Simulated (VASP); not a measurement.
Input of a VASP 6.6.1 run:

The input INCAR:

```
PREC = Accurate ; ENCUT = 520
EDIFF = 1E-6 ; ISMEAR = -1
SIGMA = 0.15 ; LREAL = False
LASPH = True ; NELM = 150
ALGO = Normal ; ISIF = 2
LWAVE = False ; LCHARG = False
ISPIN = 2 ; MAGMOM = 1
LORBIT = 11 ; LMAXMIX = 4
GGA = PS ; IVDW = 13
NBANDS = 16
```

The input KPOINTS:

```
regular mesh
0
Gamma
  9 9 9
```

POSCAR

```
Ti
1.0
   -0.0000132940      2.0214432723      2.0258829675
    2.0291271103     -0.0000960775      2.0258435409
    2.0291502929      2.0214941464     -0.0000715517
Ti
1
Direct
    0.0000000000      0.0000000000      0.0000000000
```

Potentials or basis: VASP PAW PBE potentials, release 64 (Ti_sv).

Launch:

```console
$ cat potpaw_PBE.64/Ti_sv/POTCAR > POTCAR
$ mpirun -np 1 vasp_std > vasp.out
```

Task: Estimate the dispersion energy per atom.

Result: -0.123 eV.

Task: Estimate the pressure.

Result: -0.2 GPa.

Caveat: the cell differs from its parent crystal (the cell strained at random); the PAW data sets were made with another functional, which shifts forces and pressure a little.
